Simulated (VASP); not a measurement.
Write the native input for VASP 6.6.1 that does the following.

```yaml
Task: single point
Functional: PBE
Potentials_or_basis: VASP PAW PBE potentials, release 64 (Mn_pv, Hg)
Cutoff: 520 eV
k_mesh: 12 × 12 × 12
Occupations: gaussian, width 0.1 eV
Spin: collinear spin
Starting_moments: "[3.0, -0.1] μB"
Fixed_moment: 2.5 μB
Dipole_correction: no
Further_INCAR_settings: ALGO = Fast; EDIFF = 1e-06; NBANDS = 24
```

The structure of MnHg lies in POSCAR:

```
MnHg
1.0
    3.2880000000      0.0000000000      0.0000000000
    0.0000000000      3.2880000000      0.0000000000
    0.0000000000      0.0000000000      3.3130000000
Mn Hg
1 1
Direct
    0.5000000000      0.5000000000      0.5000000000
    0.0000000000      0.0000000000      0.0000000000
```

These files were run (other wordings do the same):

INCAR

```
PREC = Accurate ; ENCUT = 520
EDIFF = 1E-6 ; ISMEAR = 0
SIGMA = 0.1 ; LREAL = False
LASPH = True ; NELM = 150
ALGO = Fast ; ISIF = 2
LWAVE = False ; LCHARG = False
ISPIN = 2 ; MAGMOM = 3 -0.1
LORBIT = 11 ; NUPDOWN = 2.5
LMAXMIX = 4 ; GGA = PE
NBANDS = 24
```

KPOINTS

```
regular mesh
0
Gamma
  12 12 12
```

Potentials or basis: VASP PAW PBE potentials, release 64 (Mn_pv, Hg).

The run is started by

```sh
$ cat potpaw_PBE.64/Mn_pv/POTCAR potpaw_PBE.64/Hg/POTCAR > POTCAR
$ mpirun -np 1 vasp_std > vasp.out
```

It gave:

```yaml
Pressure: -6.4 GPa
Net_moment: 2.50 μB per cell
Site_moments: Mn +2.70; Hg -0.13 μB
Valence_electrons_inside_the_program's_atomic_spheres: Mn 11.46; Hg 10.56
```

Caveat: the cell stands under tension; the total moment is fixed, so each spin has its own Fermi level and the state may be an excited one.

It took 2.3 min on 1 thread of AMD EPYC 9R45 96-Core Processor (Zen 5), with other jobs on the host, peak memory 0.32 GiB.
